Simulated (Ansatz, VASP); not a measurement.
**Rh: VASP beside Ansatz**

```
CELL_PARAMETERS angstrom
-2.37571 2.37571 1.34946
2.37571 -2.37571 1.34946
2.37571 2.37571 -1.34946
ATOMIC_POSITIONS crystal
Rh 0.00000 0.00000 0.00000
Rh 0.75000 0.25000 0.50000
```

Alike in both runs: functional r2SCAN; k mesh 8 × 8 × 8; occupations gaussian, width 0.1 eV; no spin polarisation.

Ansatz relaxed the structure, and its values are those at the end. VASP's run is a single point on that final structure, the one shown.

|  | VASP | Ansatz |
| --- | --- | --- |
| version | VASP 6.6.1 | Ansatz 0.2.0 |
| potentials or method | VASP PAW PBE potentials, release 64 (Rh_pv), cutoff 550 eV | scalar-relativistic, plane waves, PAW |
| valence electrons in the cell | 30 | 34 |

|  | VASP | Ansatz | Ansatz less VASP |
| --- | --- | --- | --- |
| gap on the k mesh at the Fermi level (eV) | none | none | - |
| pressure (GPa) | 1.0 | 0.0 | -0.94 |

VASP's potentials were made for PBE, not for r2SCAN. A gap of «none» marks a metal or a gap that the smearing closes. VASP's potentials hold 30 valence electrons a cell and Ansatz's 34, so a difference there can come from the potentials and not from the codes.
